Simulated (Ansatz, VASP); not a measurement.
# SnO2 in VASP and in Ansatz

Contents of INCAR:

```
SYSTEM = SnO2
  PREC = Accurate
  ENCUT = 520
  EDIFF = 1E-6
  ISMEAR = 0
  SIGMA = 0.02
  LREAL = .FALSE.
  LASPH = .TRUE.
  NELM = 100
  ALGO = Normal
  ISIF = 2
  LWAVE = .FALSE.
  LCHARG = .FALSE.
  GGA = PE
  NBANDS = 35
```

The input KPOINTS:

```
Automatic mesh
0
G
  6 6 8
  0 0 0
```

POSCAR

```
SnO2
1.0
    4.6823746372      0.0000000000      0.0000000000
    0.0000000000      4.6823746372      0.0000000000
    0.0000000000      0.0000000000      3.3130549253
Sn O
2 4
Direct
    0.5000000000      0.5000000000      0.5000000000
    0.0000000000      0.0000000000      0.0000000000
    0.1929959573      0.8070040427      0.5000000000
    0.8070040427      0.1929959573      0.5000000000
    0.3070040427      0.3070040427      0.0000000000
    0.6929959573      0.6929959573      0.0000000000
```

Input for Ansatz:

```yaml
crystal:
  lattice:
    - [4.6823746372, 0.0, 0.0]
    - [0.0, 4.6823746372, 0.0]
    - [0.0, 0.0, 3.3130549253]
  atoms:
    - { symbol: Sn, position: [0.5, 0.5, 0.5] }
    - { symbol: Sn, position: [0.0, 0.0, 0.0] }
    - { symbol: O, position: [0.1929959573, 0.8070040427, 0.5] }
    - { symbol: O, position: [0.8070040427, 0.1929959573, 0.5] }
    - { symbol: O, position: [0.3070040427, 0.3070040427, 0.0] }
    - { symbol: O, position: [0.6929959573, 0.6929959573, 0.0] }
basis:
  ecutwfc: 420
kpoints:
  mp_grid: { grid: [6, 6, 8] }
  band_path: { path: [VBM, CBM], npoints: 2 }
hamiltonian:
  xc: pbe
scf:
  occupations: { method: gaussian, width: 0.02 }
output:
  forces: true
  stress: true
  eigenvalues: true
checkpoint:
  read: start.run
  write: ck
  compress: false
  write_wavefunctions: false
  write_every: 100000
```

Alike in both runs: task single point; functional PBE; k mesh 6 × 6 × 8; occupations gaussian, width 0.02 eV; no spin polarisation.

|  | VASP | Ansatz |
| --- | --- | --- |
| version | VASP 6.6.1 | Ansatz 0.2.0 |
| potentials or method | VASP PAW PBE potentials, release 64 (Sn_d, O), cutoff 520 eV | scalar-relativistic, plane waves, PAW |
| valence electrons in the cell | 52 | 52 |

|  | VASP | Ansatz | Ansatz less VASP |
| --- | --- | --- | --- |
| gap on the k mesh at the Fermi level (eV) | 0.93 | 0.94 | +0.010 |
| least direct gap on the mesh (eV) | 0.93 | 0.94 | +0.010 |
| pressure (GPa) | 6.5 | 5.9 | -0.67 |
| traceless stress, the component that is largest in VASP (GPa) | -5.70 | -5.85 | -0.152 |
